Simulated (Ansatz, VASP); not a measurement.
# Bi in VASP and in Ansatz

File INCAR:

```
PREC = Accurate ; ENCUT = 520
EDIFF = 1E-6 ; ISMEAR = 0
SIGMA = 0.1 ; LREAL = False
LASPH = True ; NELM = 100
ALGO = Normal ; ISIF = 2
LWAVE = False ; LCHARG = True
GGA = PS ; LELF = True
LVHAR = True ; NBANDS = 22
```

KPOINTS

```
regular mesh
0
Gamma
  12 12 12
```

Contents of POSCAR:

```
Bi
1.0
    2.2729996784      1.3123169762      3.9540000000
   -2.2729996784      1.3123169762      3.9540000000
    0.0000000000     -2.6246339523      3.9540000000
Bi
2
Direct
    0.2338900000      0.2338900000      0.2338900000
    0.8137356889      0.8137356889      0.6708586223
```

Input for Ansatz:

```yaml
crystal:
  lattice:
    - [2.2729996784, 1.3123169762, 3.954]
    - [-2.2729996784, 1.3123169762, 3.954]
    - [0.0, -2.6246339523, 3.954]
  atoms:
    - { symbol: Bi, position: [0.23389, 0.23389, 0.23389] }
    - { symbol: Bi, position: [0.8137356889, 0.8137356889, 0.6708586223] }
basis:
  ecutwfc: 420
kpoints:
  mp_grid: { grid: [12, 12, 12] }
hamiltonian:
  xc: pbesol
scf:
  occupations: { method: gaussian, width: 0.1 }
output:
  forces: true
  stress: true
  eigenvalues: true
```

Change from the starting cell: one atom moved.

Alike in both runs: task single point; functional PBEsol; k mesh 12 × 12 × 12; occupations gaussian, width 0.1 eV; no spin polarisation.

```csv
,VASP,Ansatz
version,VASP 6.6.1,Ansatz 0.2.0
potentials or method,"VASP PAW PBE potentials, release 64 (Bi_d), cutoff 520 eV","scalar-relativistic, plane waves, PAW"
valence electrons in the cell,30,30
```

|  | VASP | Ansatz | Ansatz less VASP |
| --- | --- | --- | --- |
| gap on the k mesh at the Fermi level (eV) | none | none | - |
| pressure (GPa) | 1.5 | 1.6 | +0.06 |
| traceless stress, the component that is largest in VASP (GPa) | 6.13 | 6.12 | -0.015 |
| rms of the force components (eV/Å) | 1.002 | 0.999 | -0.0028 |

VASP's potentials were made for PBE, not for PBEsol. Atom by atom the forces differ by 0.003 eV/Å (rms over components). A gap of «none» marks a metal or a gap that the smearing closes. With one functional, cell and mesh, what is left measures potentials, basis and numerics.

Spin-orbit coupling is off throughout.
